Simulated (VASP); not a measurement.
Here is a VASP 6.6.1 calculation.

Contents of INCAR:

```
SYSTEM = Pb
ALGO = Normal
EDIFF = 1E-7
EDIFFG = -0.005
ENCUT = 600
GGA = PE
IBRION = 2
ISIF = 3
ISMEAR = -1
LASPH = .TRUE.
LCHARG = .FALSE.
LREAL = .FALSE.
LWAVE = .FALSE.
NELM = 80
NSW = 100
PREC = Accurate
SIGMA = 0.08
```

The input KPOINTS:

```
k-points
0
G
  11 11 11
  0 0 0
```

The input POSCAR:

```
Pb
1.0
    3.2195088072      0.0000000000      0.0000000000
    0.0000000000      3.2195088072      0.0000000000
    0.0000000000      0.0000000000      3.2195088072
Pb
1
Direct
    0.0000000000      0.0000000000      0.0000000000
```

Potentials or basis: VASP PAW PBE potentials, release 64 (Pb_d).

The run is started by

```console
$ cat potpaw_PBE.64/Pb_d/POTCAR > POTCAR
$ mpirun -np 1 vasp_std > vasp.out
```

Question: Estimate the space group after relaxing (to 0.05 Å).

Answer: Pm-3m (No. 221).

Question: What does it give for the band gap on the k mesh?

Answer: Zero (band 7 reaches 10.54 eV, above the bottom of band 8 at 4.07 eV).

Question: Estimate the relaxed volume.

Answer: 34.47 Å³/atom.

Step by step:
| step | energy change (eV) | largest force (eV/Å) | pressure (GPa) | volume (Å³) |
| --- | --- | --- | --- | --- |
| 1 | 0.0000 | 0.0000 | 1.26 | 33.37 |
| 2 | -0.0041 | 0.0000 | -0.19 | 34.66 |
| 3 | -0.0042 | 0.0000 | 0.01 | 34.47 |

Caveat: spin-orbit coupling is left out, which moves the levels of the heavy elements.
